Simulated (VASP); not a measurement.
# Zn4O (P3m1) in VASP: relaxation of cell and atoms with PBE

Aim: the relaxation of cell and atoms of Zn4O with PBE.

All numbers are computed with VASP 6.6.1; they aren't measurements. Logs are shortened: lines on timing, memory, paths and dates and some standing lists are left out, and cuts for length are marked.

## 1. The cell of the first run

It takes space group P3m1 (No. 156, trigonal). The conventional cell has a = 3.107 Å, b = 3.107 Å, c = 8.774 Å, α = 90.00°, β = 90.00°, γ = 120.00°. Within 2.6 Å of Zn (site symmetry 3m) lie 1 O at 1.93 Å and 3 Zn at 2.59 Å. Zn (site symmetry 3m) has 3 O at 2.01 Å and 3 Zn at 2.77 Å within 2.8 Å. Within 3.6 Å of Zn (site symmetry 3m) lie 12 Zn at 2.64 to 3.11 Å and 3 O at 3.52 Å. Within 3.4 Å of Zn (site symmetry 3m) lie 12 Zn at 2.59 to 3.11 Å. O (site symmetry 3m) has 4 Zn at 1.93 to 2.01 Å within 2.6 Å.

The cell was built from a structure type or drawn by symmetry, and may not be a known phase.

## 2. Relaxation of cell and atoms, PBE

The input, INCAR:

```
SYSTEM = Zn4O
  PREC = Accurate
  ENCUT = 600
  EDIFF = 1E-7
  ISMEAR = 0
  SIGMA = 0.1
  LREAL = .FALSE.
  LASPH = .TRUE.
  NELM = 100
  ALGO = Normal
  ISIF = 3
  LWAVE = .FALSE.
  LCHARG = .FALSE.
  GGA = PE
  IBRION = 2
  NSW = 100
  EDIFFG = -0.01
```

The input, KPOINTS:

```
regular mesh
0
G
  12 12 4
  0 0 0
```

The input, POSCAR:

```
Zn4O
1.0
    3.1068428950      0.0000000000      0.0000000000
   -1.5534214475      2.6906048726      0.0000000000
    0.0000000000      0.0000000000      8.7739663477
Zn O
4 1
Direct
    0.6666666667      0.3333333333      0.0242354834
    0.0000000000      0.0000000000      0.6998439055
    0.3333333333      0.6666666667      0.4585707881
    0.0000000000      0.0000000000      0.2379202996
    0.6666666667      0.3333333333      0.8039481835
```

Potentials or basis: VASP PAW PBE potentials, release 64 (Zn, O).

Run with:

```sh
$ cat potpaw_PBE.64/Zn/POTCAR potpaw_PBE.64/O/POTCAR > POTCAR
$ mpirun -np 1 vasp_std > vasp.out
```

OUTCAR:

```text
SYSTEM = Zn4O
   PREC = Accurate
   ENCUT = 600
   EDIFF = 1E-7
   ISMEAR = 0
   LREAL = .FALSE.
   LASPH = .TRUE.
   NELM = 100
   ISIF = 3
   GGA = PE
   IBRION = 2
   NSW = 100
   EDIFFG = -0.01

 ion  position               nearest neighbor table
   1  0.667  0.333  0.024-   5 1.93   4 2.59   4 2.59   4 2.59
   2  0.000  0.000  0.700-   5 2.01   5 2.01   5 2.01   3 2.77   3 2.77   3 2.77
   3  0.333  0.667  0.459-   4 2.64   4 2.64   4 2.64   2 2.77   2 2.77   2 2.77
   4  0.000  0.000  0.238-   1 2.59   1 2.59   1 2.59   3 2.64   3 2.64   3 2.64
   5  0.667  0.333  0.804-   1 1.93   2 2.01   2 2.01   2 2.01

  LATTYP: Found a hexagonal cell.
 ALAT       =     3.1068428950
 C/A-ratio  =     2.8240778965

  Lattice vectors:

 A1 = (   3.1068428950,   0.0000000000,   0.0000000000)
 A2 = (  -1.5534214475,   2.6906048726,   0.0000000000)
 A3 = (   0.0000000000,   0.0000000000,   8.7739663477)

Analysis of symmetry for initial positions (statically):
=====================================================================
 Subroutine PRICEL returns:
 Original cell was already a primitive cell.

 Routine SETGRP: Setting up the symmetry group for a
 hexagonal supercell.

 Subroutine GETGRP returns: Found  6 space group operations
 (whereof  6 operations were pure point group operations)
 out of a pool of 24 trial point group operations.

The static configuration has the point symmetry C_3v.

Analysis of symmetry for dynamics (positions and initial velocities):
=====================================================================
 Subroutine PRICEL returns:
 Original cell was already a primitive cell.

 Routine SETGRP: Setting up the symmetry group for a
 hexagonal supercell.

 Subroutine GETGRP returns: Found  6 space group operations
 (whereof  6 operations were pure point group operations)
 out of a pool of 24 trial point group operations.

The dynamic configuration has the point symmetry C_3v.

 Subroutine INISYM returns: Found  6 space group operations
 (whereof  6 operations are pure point group operations),
 and found     1 'primitive' translations

----------------------------------------------------------------------------------------

                                     Primitive cell

  volume of cell :      73.3441

  direct lattice vectors                    reciprocal lattice vectors
[... 116 lines left out ...]
  Thomas-Fermi vector in A             =   2.592564
   LORBIT       =      0    0 simple, 1 ext, 2 COOP (PROOUT), +10 PAW based schemes
   GGA     = PE    functional components
   LHFCALC =     F    Hartree Fock is set to
   AEXX    =    0.0000 exact exchange contribution
   IVDW    =     0    specifies the selected vdW correction
   LEPSILON=     F    determine dielectric tensor
   LRPA    =     F    only Hartree local field effects (RPA)
 conjugate gradient relaxation of ions
 non-spin polarized calculation
 Gauss-broadening in eV      SIGMA  =   0.10
  energy-cutoff  :      600.00
  volume of cell :       73.34
 maximum number of plane-waves:      2483
 NGX is ok and might be reduce to    28
   NGX = 13   NGY = 13   NGZ = 35

--------------------------------------- Ionic step        1  -------------------------------------------

 number of electron      53.9999998 magnetization

 Free energy of the ion-electron system (eV)
  ---------------------------------------------------
  ext. energy  EPLUGINS =         0.00000000
  ---------------------------------------------------
  free energy    TOTEN  =       -11.50616389 eV

  energy without entropy =      -11.50060045  energy(sigma->0) =      -11.50338217

------------------------ aborting loop because EDIFF is reached ----------------------------------------

  FORCE on cell =-STRESS in cart. coord.  units (eV):
  Direction    XX          YY          ZZ          XY          YZ          ZX
  --------------------------------------------------------------------------------------
  -------------------------------------------------------------------------------------
  Total       -0.4528908     -0.4528908      1.3667036      0.0000000      0.0000000      0.0000000
  in kB       -9.8932471     -9.8932471     29.8551837      0.0000000      0.0000000      0.0000000
  external PRESSURE =       3.3562298 kB  Pullay stress =       0.0000000 kB
[... 98 lines left out ...]
  FREE ENERGIE OF THE ION-ELECTRON SYSTEM (eV)
  ---------------------------------------------------
  free  energy   TOTEN  =       -11.5356920578 eV

  energy  without entropy=      -11.5309564236  energy(sigma->0) =      -11.53332424

[... ionic steps 4 to 7 ...]

--------------------------------------- Ionic step        8  -------------------------------------------

 number of electron      53.9999992 magnetization

------------------------ aborting loop because EDIFF is reached ----------------------------------------
[... 73 lines left out ...]
--------------------------------------- Ionic step       10  -------------------------------------------

 number of electron      53.9999989 magnetization

 Free energy of the ion-electron system (eV)
  ---------------------------------------------------
  ext. energy  EPLUGINS =         0.00000000
  ---------------------------------------------------
  free energy    TOTEN  =       -11.54878640 eV

  energy without entropy =      -11.54358069  energy(sigma->0) =      -11.54618355

 E-fermi :   2.5740     XC(G=0): -11.1387

 val. band max:        2.5587280853   @ k =   0.4167   0.1667   0.2500
 cond. band min:       2.6165062262   @ k =   0.2500   0.1667   0.5000
 fundamental gap:      0.0577781409
 Fermi energy:         2.5740478753

 k-point     1 :       0.0000    0.0000    0.0000
  band No.  band energies     occupation
      1     -16.5931      2.00000
      2      -6.5761      2.00000
      3      -5.9562      2.00000
      4      -5.3201      2.00000
      5      -5.1596      2.00000
      6      -5.0320      2.00000
[... 829 lines left out ...]
     31      10.8877      0.00000
     32      11.0292      0.00000

 [... further k-points ...]

------------------------ aborting loop because EDIFF is reached ----------------------------------------

  FORCE on cell =-STRESS in cart. coord.  units (eV):
  Direction    XX          YY          ZZ          XY          YZ          ZX
  --------------------------------------------------------------------------------------
  -------------------------------------------------------------------------------------
  Total       -0.0065816     -0.0065816     -0.0021861      0.0000000     -0.0000000      0.0000000
  in kB       -0.1451614     -0.1451614     -0.0482160      0.0000000     -0.0000000      0.0000000
  external PRESSURE =      -0.1128463 kB  Pullay stress =       0.0000000 kB
[... 20 lines left out ...]
  FREE ENERGIE OF THE ION-ELECTRON SYSTEM (eV)
  ---------------------------------------------------
  free  energy   TOTEN  =       -11.5487864016 eV

  energy  without entropy=      -11.5435806902  energy(sigma->0) =      -11.54618355

 reached required accuracy - stopping structural energy minimisation
```

OSZICAR:

```text
N       E                     dE             d eps       ncg     rms          rms(c)
DAV:   1     0.411702705862E+03    0.41170E+03   -0.29660E+04  4416   0.283E+03
[... 108 lines left out ...]
       N       E                     dE             d eps       ncg     rms          rms(c)
DAV:   1    -0.115488435082E+02   -0.71972E-04   -0.11401E-02  4528   0.763E-01    0.579E-02
DAV:   2    -0.115487926505E+02    0.50858E-04   -0.28026E-04  5216   0.272E-01    0.191E-02
DAV:   3    -0.115487882214E+02    0.44291E-05   -0.14496E-05  4984   0.658E-02    0.100E-02
DAV:   4    -0.115487864012E+02    0.18202E-05   -0.31993E-06  5104   0.554E-02    0.342E-03
DAV:   5    -0.115487864272E+02   -0.25951E-07   -0.12060E-06  5000   0.244E-02    0.125E-03
DAV:   6    -0.115487864016E+02    0.25560E-07   -0.30966E-07  3288   0.639E-03
  10 F= -.11548786E+02 E0= -.11546184E+02  d E =-.815015E-04
```

CONTCAR:

```text
Zn4O
   1.00000000000000
     3.0449122433034672    0.0000000000000000    0.0000000000000000
    -1.5224561216517336    2.6369713549600848   -0.0000000000000000
     0.0000000000000000    0.0000000000000000    9.0471847879301865
  Zn              O
     4     1
Direct
     0.6666666667000030    0.3333333332999970    0.0191071867621495
     0.0000000000000000    0.0000000000000000    0.6996719061492566
     0.3333333332999970    0.6666666667000030    0.4633551967229842
     0.0000000000000000    0.0000000000000000    0.2364442221901238
     0.6666666667000030    0.3333333332999970    0.8059401482754815

  0.00000000E+00  0.00000000E+00  0.00000000E+00
  0.00000000E+00  0.00000000E+00  0.00000000E+00
  0.00000000E+00  0.00000000E+00  0.00000000E+00
  0.00000000E+00  0.00000000E+00  0.00000000E+00
  0.00000000E+00  0.00000000E+00  0.00000000E+00
```

Wall time 38 min (1 thread of Oxide Virtual Turin-like, shared host); peak memory 0.3 GiB.

What came out:

| Property | Result |
| --- | --- |
| Free energy | -11.5488 eV |
| Relaxed volume | 14.53 Å³/atom |
| Relaxed cell | a = 3.045 Å, b = 3.045 Å, c = 9.047 Å, α = 90.00°, β = 90.00°, γ = 120.00° |
| Space group after relaxing (to 0.1 Å) | P3m1 (No. 156) |
| Energy gained by relaxing | 8.5 meV/atom |
| Ionic steps | 10 |
| Pressure after relaxing | 0.0 GPa |
| Largest force after relaxing | 0.005 eV/Å |
| Band gap on the k mesh | zero (bands 27 and 28 overlap by 1.11 eV) |

Forces on the atoms (eV/Å):
```
Zn   0.000  0.000 -0.005
Zn   0.000  0.000 -0.005
Zn   0.000  0.000  0.004
Zn   0.000  0.000  0.002
O    0.000  0.000  0.003
```

The path:
```
step  energy change (eV)  largest force (eV/Å)  pressure (GPa)  volume (Å³)
   1              0.0000                0.2409            0.34        73.34
   2             -0.0205                0.2719           -0.49        73.66
   3             -0.0295                0.3782           -1.50        74.09
   4             -0.0404                0.1440           -0.74        73.22
   5             -0.0414                0.0717           -0.27        72.80
   6             -0.0414                0.0789           -0.30        72.86
   7             -0.0425                0.0301           -0.08        72.73
   8             -0.0425                0.0329           -0.02        72.69
   9             -0.0426                0.0146           -0.01        72.66
  10             -0.0426                0.0049           -0.01        72.64
```

Final structure:
```xyz
5
Lattice="3.0449 0.0000 0.0000 -1.5225 2.6370 0.0000 0.0000 0.0000 9.0472" Properties=species:S:1:pos:R:3 pbc="T T T"
Zn    1.5225    0.8790    0.1729
Zn    0.0000    0.0000    6.3301
Zn    0.0000    1.7580    4.1921
Zn    0.0000    0.0000    2.1392
O     1.5225    0.8790    7.2915
```

Levels at points of the mesh, in eV from the Fermi level:
```
           k point  band 23  band 24  band 25  band 26  band 27  band 28  band 29  band 30  band 31  band 32
(0.00, 0.00, 0.00)    -6.34    -4.10    -3.81    -1.71    -1.71     2.52     3.02     8.87    11.30    11.44
(0.50, 0.00, 0.00)    -4.16    -3.09    -2.84    -2.55    -1.84    -0.14     1.63     2.23     4.98     6.51
(0.00, 0.00, 0.50)    -6.34    -5.63    -1.76    -1.71    -1.71     0.27     5.69     6.55    11.44    11.44
(0.50, 0.00, 0.50)    -4.21    -3.13    -2.81    -2.55    -1.39    -0.52     0.78     3.55     4.91     5.85
```
